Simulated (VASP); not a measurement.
Input of a VASP 6.6.1 run:

The input INCAR:

```
SYSTEM = KF
  PREC = Accurate
  ENCUT = 520
  EDIFF = 1E-6
  ISMEAR = 0
  SIGMA = 0.05
  LREAL = .False.
  LASPH = .True.
  NELM = 60
  ALGO = Normal
  ISIF = 2
  LWAVE = .False.
  LCHARG = .True.
  LELF = .True.
  LVHAR = .True.
  NBANDS = 15
```

File KPOINTS:

```
regular mesh
0
Gamma
  8 8 8
  0 0 0
```

The input POSCAR:

```
KF
1.0
   -0.1068119184      2.4731861111      2.4731861111
    2.4731861111     -0.1068119184      2.4731861111
    2.4731861111      2.4731861111     -0.1068119184
K F
1 1
Direct
    0.0000000000      0.0000000000      0.0000000000
    0.5000000000      0.5000000000      0.5000000000
```

Potentials or basis: VASP PAW LDA potentials, release 64 (K_sv, F).

The run is started by

```bash
$ cat potpaw_LDA.64/K_sv/POTCAR potpaw_LDA.64/F/POTCAR > POTCAR
$ mpirun -np 1 vasp_std > vasp.out
```

(1) What does it give for the pressure?

(2) Estimate the band gap on the k mesh.

## Answers

(1) 3.6 GPa.

(2) 6.69 eV, direct.
